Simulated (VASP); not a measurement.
# Ge: single point with r2SCAN

Ge, a slab with vacuum:

```
Ge
1.0
     4.01283    0.00000    0.00000
    -2.00642    3.47522    0.00000
     0.00000    0.00000   25.64851
Ge
8
Direct
  0.33333 0.66667 0.29241
  0.00000 0.00000 0.32435
  0.00000 0.00000 0.42016
  0.66667 0.33333 0.45210
  0.66667 0.33333 0.54790
  0.33333 0.66667 0.57984
  0.33333 0.66667 0.67565
  0.00000 0.00000 0.70759
```

```json
{
 "Program": "VASP 6.6.1",
 "Task": "single point",
 "Functional": "r2SCAN",
 "Potentials or basis": "VASP PAW PBE potentials, release 64 (Ge_d)",
 "Cutoff": "450 eV",
 "k mesh": "9 × 9 × 1",
 "Occupations": "gaussian, width 0.05 eV",
 "Spin": "no spin polarisation",
 "Dipole correction": "yes",
 "Electric field (eV/Å)": "-0.6 eV/Å",
 "Further INCAR settings": "ALGO = Normal; EDIFF = 1e-06; NBANDS = 66; EFIELD = -0.6"
}
```

```yaml
Largest_force: 0.583 eV/Å
Band_gap_on_the_k_mesh: zero (bands 56 and 57 overlap by 0.29 eV)
```

Forces on the atoms (eV/Å):
```
Ge   0.000  0.000  0.134
Ge   0.000  0.000 -0.447
Ge   0.000  0.000  0.286
Ge   0.000  0.000 -0.140
Ge   0.000  0.000  0.139
Ge   0.000  0.000 -0.304
Ge   0.000  0.000  0.583
Ge   0.000  0.000 -0.251
```

Levels at points of the mesh, in eV from the Fermi level:
| k point | band 52 | band 53 | band 54 | band 55 | band 56 | band 57 | band 58 | band 59 | band 60 | band 61 |
| --- | --- | --- | --- | --- | --- | --- | --- | --- | --- | --- |
| (0.00, 0.00, 0.00) | -0.68 | -0.13 | -0.13 | 0.18 | 0.18 | 0.73 | 1.09 | 1.18 | 1.54 | 1.63 |

Run time: 24 min on 1 thread of Intel(R) Xeon(R) Platinum 8488C (Sapphire Rapids), on a shared host, peak memory 0.47 GiB.

Caveat: the PAW data sets were made with another functional, which shifts forces and pressure a little.
